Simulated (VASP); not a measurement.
# Pb (Im-3m) in VASP: further runs

Pb is run at these levels: PBE; tasks: single point, relaxation of cell and atoms.

Everything below comes from runs of VASP 6.6.1. Logs are shortened: lines on timing, memory, paths and dates and some standing lists are left out, and cuts for length are marked.

## (1) The cell of the first run

It takes space group Im-3m (No. 229, cubic). Conventional cell: a = 3.535 Å, b = 3.535 Å, c = 3.535 Å, α = 90.00°, β = 90.00°, γ = 90.00°. Pb (site symmetry m-3m) has 14 Pb at 3.06 to 3.53 Å within 4.0 Å.

This isn't the form of Pb at room conditions, which is fcc.

## (2) Single point, PBE

Contents of INCAR:

```
PREC = Accurate
ENCUT = 500
EDIFF = 1E-6
ISMEAR = -1
SIGMA = 0.05
LREAL = F
LASPH = T
NELM = 120
ALGO = Normal
ISIF = 2
LWAVE = F
LCHARG = F
GGA = PE
NBANDS = 13
GGA_COMPAT = F
```

Contents of KPOINTS:

```
regular mesh
0
Gamma
  15 15 15
```

Contents of POSCAR:

```
Pb
1.0
   -1.7673470808      1.7673470808      1.7673470808
    1.7673470808     -1.7673470808      1.7673470808
    1.7673470808      1.7673470808     -1.7673470808
Pb
1
Direct
    0.0000000000      0.0000000000      0.0000000000
```

Potentials or basis: VASP PAW PBE potentials, release 64 (Pb_d).

Started as:

```
$ cat potpaw_PBE.64/Pb_d/POTCAR > POTCAR
$ mpirun -np 1 vasp_std > vasp.out
```

OUTCAR:

```text
PREC = Accurate
   ENCUT = 500
   EDIFF = 1E-6
   ISMEAR = -1
   LREAL = F
   LASPH = T
   NELM = 120
   ISIF = 2
   GGA = PE

 ion  position               nearest neighbor table
   1  0.000  0.000  0.000-

  LATTYP: Found a body centered cubic cell.
 ALAT       =     3.5346941616

  Lattice vectors:

 A1 = (  -1.7673470808,   1.7673470808,   1.7673470808)
 A2 = (   1.7673470808,  -1.7673470808,   1.7673470808)
 A3 = (   1.7673470808,   1.7673470808,  -1.7673470808)

Analysis of symmetry for initial positions (statically):
=====================================================================
 Subroutine PRICEL returns:
 Original cell was already a primitive cell.

 Routine SETGRP: Setting up the symmetry group for a
 body centered cubic supercell.

 Subroutine GETGRP returns: Found 48 space group operations
 (whereof 48 operations were pure point group operations)
 out of a pool of 48 trial point group operations.

The static configuration has the point symmetry O_h .

Analysis of symmetry for dynamics (positions and initial velocities):
=====================================================================
 Subroutine PRICEL returns:
 Original cell was already a primitive cell.

 Routine SETGRP: Setting up the symmetry group for a
 body centered cubic supercell.

 Subroutine GETGRP returns: Found 48 space group operations
 (whereof 48 operations were pure point group operations)
 out of a pool of 48 trial point group operations.

The dynamic configuration has the point symmetry O_h .

 Subroutine INISYM returns: Found 48 space group operations
 (whereof 48 operations are pure point group operations),
 and found     1 'primitive' translations

----------------------------------------------------------------------------------------

                                     Primitive cell

  volume of cell :      22.0813

  direct lattice vectors                    reciprocal lattice vectors
    -1.767347081  1.767347081  1.767347081     0.000000000  0.282909908  0.282909908
     1.767347081 -1.767347081  1.767347081     0.282909908  0.000000000  0.282909908
     1.767347081  1.767347081 -1.767347081     0.282909908  0.282909908  0.000000000

  length of vectors
     3.061134939  3.061134939  3.061134939     0.400095029  0.400095029  0.400095029

  position of ions in fractional coordinates (direct lattice)
     0.000000000  0.000000000  0.000000000

  ion indices of the primitive-cell ions
   primitive index   ion index
                 1           1

----------------------------------------------------------------------------------------

 KPOINTS: regular mesh

Automatic generation of k-mesh.
 Grid dimensions read from file:
 generate k-points for:   15   15   15

 Generating k-lattice:

  Cartesian coordinates                     Fractional coordinates (reciprocal lattice)
     0.000000000  0.018860661  0.018860661     0.066666667  0.000000000  0.000000000
     0.018860661  0.000000000  0.018860661     0.000000000  0.066666667  0.000000000
     0.018860661  0.018860661  0.000000000     0.000000000  0.000000000  0.066666667

  Length of vectors
     0.026673002  0.026673002  0.026673002

  Shift w.r.t. Gamma in fractional coordinates (k-lattice)
     0.000000000  0.000000000  0.000000000

 Subroutine IBZKPT returns following result:
 ===========================================

 Found    120 irreducible k-points:

 Following reciprocal coordinates:
            Coordinates               Weight
  0.000000  0.000000  0.000000      1.000000
  0.066667  0.000000  0.000000     12.000000
  0.133333  0.000000  0.000000     12.000000
  0.200000  0.000000  0.000000     12.000000
  0.266667  0.000000  0.000000     12.000000
  0.333333  0.000000  0.000000     12.000000
[... 16 lines left out ...]
  0.333333  0.200000  0.000000     48.000000
  0.400000  0.200000  0.000000     24.000000
 [... further k-points ...]
   k-points           NKPTS =    120   k-points in BZ     NKDIM =    120   number of bands    NBANDS=     13
   number of dos      NEDOS =    301   number of ions     NIONS =      1
   total plane-waves  NPLWV =  13824
   dimension x,y,z NGX =    24 NGY =   24 NGZ =   24
   dimension x,y,z NGXF=    48 NGYF=   48 NGZF=   48
   ions per type =               1
   NGX,Y,Z   is equivalent  to a cutoff of  13.03, 13.03, 13.03 a.u.
   NGXF,Y,Z  is equivalent  to a cutoff of  26.07, 26.07, 26.07 a.u.
 SYSTEM =  unknown system
   PREC   = accura    normal or accurate (medium, high low for compatibility)
   ISTART =      0    job   : 0-new  1-cont  2-samecut
   ICHARG =      2    charge: 1-file 2-atom 10-const
   ISPIN  =      1    spin polarized calculation?
   LNONCOLLINEAR =      F non collinear calculations
   LSORBIT =      F    spin-orbit coupling
   LASPH  =      T    aspherical Exc in radial PAW
   ENCUT  =  500.0 eV  36.75 Ry    6.06 a.u.   5.58  5.58  5.58*2*pi/ulx,y,z
   NELM   =    120;   NELMIN=  2; NELMDL= -5     # of ELM steps
   EDIFF  = 0.1E-05   stopping-criterion for ELM
   LREAL  =      F    real-space projection
   EDIFFG = 0.1E-04   stopping-criterion for IOM
   NSW    =      0    number of steps for IOM
   IBRION =     -1    ionic relax: 0-MD 1-quasi-New 2-CG
   NFREE  =      0    steps in history (QN), initial steepest desc. (CG)
   ISIF   =      2    stress and relaxation
   ISYM   =      2    0-nonsym 1-usesym 2-fastsym
   POTIM  = 0.5000    time-step for ionic-motion
   TEBEG  =    0.0;   TEEND  =   0.0 temperature during run
   PSTRESS=    0.0 pullay stress
   NELECT =      14.0000    total number of electrons
   NUPDOWN=      -1.0000    fix difference up-down
   EMIN   =  10.00;   EMAX   =-10.00  energy-range for DOS
   EFERMI =   0.00;   METHOD = LEGACY
   ISMEAR =    -1;   SIGMA  =   0.05  broadening in eV -4-tet -1-fermi 0-gaus
   EFERMI_NEDOS =   21; number of points for ismear=-14 and -15
   IALGO  =     38    algorithm
   IMIX   =      4    mixing-type and parameters
     AMIX     =   0.40;   BMIX     =  1.00
     AMIX_MAG =   1.60;   BMIX_MAG =  1.00
  volume/ion in A,a.u.               =      22.08       149.01
  Fermi-wavevector in a.u.,A,eV,Ry     =   1.406400  2.657711 26.911810  1.977962
  Thomas-Fermi vector in A             =   2.528765
   LORBIT       =      0    0 simple, 1 ext, 2 COOP (PROOUT), +10 PAW based schemes
   GGA     = PE    functional components
   LHFCALC =     F    Hartree Fock is set to
   AEXX    =    0.0000 exact exchange contribution
   IVDW    =     0    specifies the selected vdW correction
   LEPSILON=     F    determine dielectric tensor
   LRPA    =     F    only Hartree local field effects (RPA)
 non-spin polarized calculation
  energy-cutoff  :      500.00
  volume of cell :       22.08
 maximum number of plane-waves:       574
   NGX = 11   NGY = 11   NGZ = 11

 number of electron      14.0000005 magnetization

 Free energy of the ion-electron system (eV)
  ---------------------------------------------------
  ext. energy  EPLUGINS =         0.00000000
  ---------------------------------------------------
  free energy    TOTEN  =        -2.76841740 eV

  energy without entropy =       -2.76453874  energy(sigma->0) =       -2.76647807

 E-fermi :  11.5433     XC(G=0): -11.8127

 val. band max:       11.5312134156   @ k =   0.2667   0.0667   0.0000
 cond. band min:      11.5465767649   @ k =  -0.4000   0.4000   0.4000
 fundamental gap:      0.0153633493
 Fermi energy:        11.5433491374

 k-point     1 :       0.0000    0.0000    0.0000
  band No.  band energies     occupation
      1      -6.1858      2.00000
      2      -6.1858      2.00000
      3      -6.1858      2.00000
      4      -5.6290      2.00000
      5      -5.6290      2.00000
      6      -2.9156      2.00000
      7      22.4552      0.00000
      8      22.4552      0.00000
      9      22.4552      0.00000
     10      22.8359      0.00000
     11      22.8359      0.00000
     12      22.8359      0.00000
     13      27.5073      0.00000

 k-point     2 :       0.0667    0.0000    0.0000
  band No.  band energies     occupation
      1      -6.1958      2.00000
      2      -6.1775      2.00000
      3      -6.1494      2.00000
      4      -5.6400      2.00000
      5      -5.6293      2.00000
      6      -2.7922      2.00000
      7      21.0260      0.00000
      8      21.9389      0.00000
      9      22.0381      0.00000
     10      22.6062      0.00000
     11      22.7924      0.00000
     12      22.9050      0.00000
     13      27.8647      0.00000

 k-point     3 :       0.1333    0.0000    0.0000
  band No.  band energies     occupation
      1      -6.2240      2.00000
      2      -6.1608      2.00000
      3      -6.0448      2.00000
      4      -5.6684      2.00000
      5      -5.6300      2.00000
      6      -2.4164      2.00000
      7      18.3341      0.00000
      8      20.7788      0.00000
      9      21.0285      0.00000
     10      22.2449      0.00000
     11      22.6826      0.00000
     12      23.3241      0.00000
     13      28.0207      0.00000
[... 305 lines left out ...]
 k-point    23 :       0.3333    0.2000    0.0000
  band No.  band energies     occupation
      1      -6.3438      2.00000
      2      -6.1181      2.00000
      3      -5.7217      2.00000
      4      -5.6742      2.00000
      5      -5.4483      2.00000
      6       3.0839      2.00000
      7       7.6947      2.00000
      8      11.9072      0.00138
      9      16.8311      0.00000
     10      23.0562      0.00000
     11      25.3512      0.00000
     12      27.0422      0.00000
     13      28.2086      0.00000

 k-point    24 :       0.4000    0.2000    0.0000
  band No.  band energies     occupation
      1      -6.3493      2.00000
      2      -6.1208      2.00000
      3      -5.7254      2.00000
      4      -5.6610      2.00000
      5      -5.4310      2.00000
      6       3.8945      2.00000
      7       6.7220      2.00000
      8      11.7072      0.07276
      9      16.7194      0.00000
     10      23.0224      0.00000
     11      26.1022      0.00000
     12      26.5425      0.00000
     13      27.8209      0.00000

 [... further k-points ...]

------------------------ aborting loop because EDIFF is reached ----------------------------------------

  FORCE on cell =-STRESS in cart. coord.  units (eV):
  Direction    XX          YY          ZZ          XY          YZ          ZX
  --------------------------------------------------------------------------------------
  -------------------------------------------------------------------------------------
  Total        4.8107771      4.8107771      4.8107771      0.0000000      0.0000000     -0.0000000
  in kB      349.0601641    349.0601641    349.0601641      0.0000000      0.0000000     -0.0000000
  external PRESSURE =     349.0601641 kB  Pullay stress =       0.0000000 kB

 VOLUME and BASIS-vectors are now :
 -----------------------------------------------------------------------------
  energy-cutoff  :      500.00
  volume of cell :       22.08
      direct lattice vectors                 reciprocal lattice vectors
    -1.767347081  1.767347081  1.767347081     0.000000000  0.282909908  0.282909908
     1.767347081 -1.767347081  1.767347081     0.282909908  0.000000000  0.282909908
     1.767347081  1.767347081 -1.767347081     0.282909908  0.282909908  0.000000000

 POSITION                                       TOTAL-FORCE (eV/Angst)
 -----------------------------------------------------------------------------------
      0.00000      0.00000      0.00000         0.000000     -0.000000      0.000000
 -----------------------------------------------------------------------------------
    total drift:                                0.000000      0.000000      0.000000

  FREE ENERGIE OF THE ION-ELECTRON SYSTEM (eV)
  ---------------------------------------------------
  free  energy   TOTEN  =        -2.7684174020 eV

  energy  without entropy=       -2.7645387361  energy(sigma->0) =       -2.76647807
```

Wall time 8.8 s (1 thread of Intel Xeon 6975P-C (Granite Rapids), shared host); peak memory 0.16 GiB.

What came out:

| Item | Value |
| --- | --- |
| Free energy | -2.7684 eV |
| Pressure | 34.9 GPa |
| Band gap on the k mesh | zero (bands 7 and 8 overlap by 13.97 eV) |

Caveat: the cell stands under pressure; spin-orbit coupling is left out, which moves the levels of the heavy elements.

## (3) Relaxation of cell and atoms, PBE, target pressure 35 GPa, at which the enthalpy is minimised

Contents of INCAR:

```
ALGO = Normal ; EDIFF = 1E-7
EDIFFG = -0.005 ; ENCUT = 500
GGA = PE ; GGA_COMPAT = False
IBRION = 2 ; ISIF = 3
ISMEAR = -1 ; LASPH = True
LCHARG = False ; LREAL = False
LWAVE = False ; NELM = 120
NELMIN = 4 ; NSW = 32
PREC = Accurate ; PSTRESS = 350.0
SIGMA = 0.05
```

Contents of KPOINTS:

```
k-points
0
Gamma
  15 15 15
```

POSCAR is that of step 2.

Potentials or basis: VASP PAW PBE potentials, release 64 (Pb_d).

Started as:

```
$ cat potpaw_PBE.64/Pb_d/POTCAR > POTCAR
$ mpirun -np 1 vasp_std > vasp.out
```

Wall time 18 s (1 thread of Intel Xeon 6975P-C (Granite Rapids), shared host); peak memory 0.16 GiB.

It converged, with:

```yaml
Free_energy: -2.7661 eV
Relaxed_volume: 22.07 Å³/atom
Relaxed_cell: a = 3.061 Å, b = 3.061 Å, c = 3.061 Å, α = 109.47°, β = 109.47°, γ = 109.47°
Space_group_after_relaxing_to_0.1_Å: Im-3m (No. 229)
Energy_change_on_relaxing_the_run_minimises_the_enthalpy: +2.4 meV/atom
Ionic_steps: 3
Pressure_after_relaxing: 35.0 GPa
Band_gap_on_the_k_mesh: zero (bands 7 and 8 overlap by 13.98 eV)
```

The path:
```tsv
step	energy change (eV)	largest force (eV/Å)	pressure (GPa)	volume (Å³)
1	0.0000	0.0000	34.92	22.08
2	0.0079	0.0000	35.21	22.05
3	0.0024	0.0000	35.01	22.07
```

Final structure:
```yaml
crystal:
  lattice:
    - [-1.76706, 1.76706, 1.76706]
    - [1.76706, -1.76706, 1.76706]
    - [1.76706, 1.76706, -1.76706]
  atoms:
    - { symbol: Pb, position: [0.00000, 0.00000, 0.00000] }
```

Levels at points of the mesh, in eV from the Fermi level:
```csv
k point,band 4,band 5,band 6,band 7,band 8,band 9,band 10,band 11
"(0.00, 0.00, 0.00)",-17.17,-17.17,-14.46,10.92,10.92,10.92,11.29,11.29
```

Caveat: the cell is relaxed towards a set pressure, so the run minimises the enthalpy, not the energy; spin-orbit coupling is left out, which moves the levels of the heavy elements.

## (4) Relaxation of cell and atoms, PBE, target pressure 35 GPa, at which the enthalpy is minimised

This run uses another cell than the first one, of 22.25 Å³/atom.

Contents of INCAR:

```
SYSTEM = Pb
PREC     = Accurate       ! precision mode
ENCUT    = 500            ! plane-wave cutoff, eV
EDIFF    = 1E-7           ! SCF threshold, eV
ISMEAR   = -1             ! smearing method
SIGMA    = 0.05           ! smearing width, eV
LREAL    = .FALSE.        ! projectors in reciprocal space
LASPH    = .TRUE.         ! aspherical terms in the spheres
NELM     = 120            ! most SCF steps
ALGO     = Normal         ! electronic algorithm
ISIF     = 3              ! what is computed and relaxed
LWAVE    = .FALSE.        ! write WAVECAR
LCHARG   = .FALSE.        ! write CHGCAR
GGA      = PE             ! functional
IBRION   = 2              ! ionic algorithm
NSW      = 60             ! ionic steps
EDIFFG   = -0.005         ! ionic threshold
PSTRESS  = 350.0        
GGA_COMPAT= .FALSE.      
NELMIN   = 4
```

Contents of KPOINTS:

```
regular mesh
0
G
  15 15 15
  0 0 0
```

Contents of POSCAR:

```
Pb
1.0
   -1.7718684521      1.7718684521      1.7718684521
    1.7718684521     -1.7718684521      1.7718684521
    1.7718684521      1.7718684521     -1.7718684521
Pb
1
Direct
    0.0000000000      0.0000000000      0.0000000000
```

Started as:

```
$ cat potpaw_PBE.64/Pb_d/POTCAR > POTCAR
$ mpirun -np 1 vasp_std > vasp.out
```

It took 20 s on 1 thread of Intel Xeon 6975P-C (Granite Rapids), shared host; peak memory 0.16 GiB.

The run converged. Its results:

- Free energy: -2.7664 eV
- Relaxed volume: 22.07 Å³/atom
- Relaxed cell: a = 3.061 Å, b = 3.061 Å, c = 3.061 Å, α = 109.47°, β = 109.47°, γ = 109.47°
- Space group after relaxing (to 0.1 Å): Im-3m (No. 229)
- Energy change on relaxing (the run minimises the enthalpy): +38.4 meV/atom
- Ionic steps: 3
- Pressure after relaxing: 35.0 GPa
- Band gap on the k mesh: zero (bands 7 and 8 overlap by 13.98 eV)

The path:
| step | energy change (eV) | largest force (eV/Å) | pressure (GPa) | volume (Å³) |
| --- | --- | --- | --- | --- |
| 1 | 0.0000 | 0.0000 | 33.55 | 22.25 |
| 2 | 0.1447 | 0.0000 | 38.97 | 21.61 |
| 3 | 0.0384 | 0.0000 | 34.99 | 22.07 |

Final structure:
```xyz
1
Lattice="-1.7671 1.7671 1.7671 1.7671 -1.7671 1.7671 1.7671 1.7671 -1.7671" Properties=species:S:1:pos:R:3 pbc="T T T"
Pb    0.0000    0.0000    0.0000
```

Levels at points of the mesh, in eV from the Fermi level:
| k point | band 4 | band 5 | band 6 | band 7 | band 8 | band 9 | band 10 | band 11 |
| --- | --- | --- | --- | --- | --- | --- | --- | --- |
| (0.00, 0.00, 0.00) | -17.17 | -17.17 | -14.46 | 10.92 | 10.92 | 10.92 | 11.29 | 11.29 |

Caveat: the cell is relaxed towards a set pressure, so the run minimises the enthalpy, not the energy; spin-orbit coupling is left out, which moves the levels of the heavy elements.

## (5) Summary

```tsv
task	cell	gap on the mesh (eV)	pressure (GPa)
single point	a = 3.061 Å, angles 109.5°, 1 atom	none	34.9
relaxation of cell and atoms	relaxed to 35 GPa from a = 3.061 Å, angles 109.5°, 1 atom	none	35.0
relaxation of cell and atoms	relaxed to 35 GPa from a = 3.069 Å, angles 109.5°, 1 atom	none	35.0
```

Alike in all rows: level PBE; potentials or basis VASP PAW PBE potentials, release 64 (Pb_d); no spin polarisation; k mesh 15 × 15 × 15; cutoff (eV) 500; smearing fermi-dirac 0.05 eV.

Caveats: spin-orbit coupling is left out, which moves the levels of the heavy elements; the cell is relaxed towards a set pressure, so the run minimises the enthalpy, not the energy (at least some runs); the cell stands under pressure (at least some runs).

Total energies depend on the potentials used, so only differences within one code and one set of settings carry meaning.
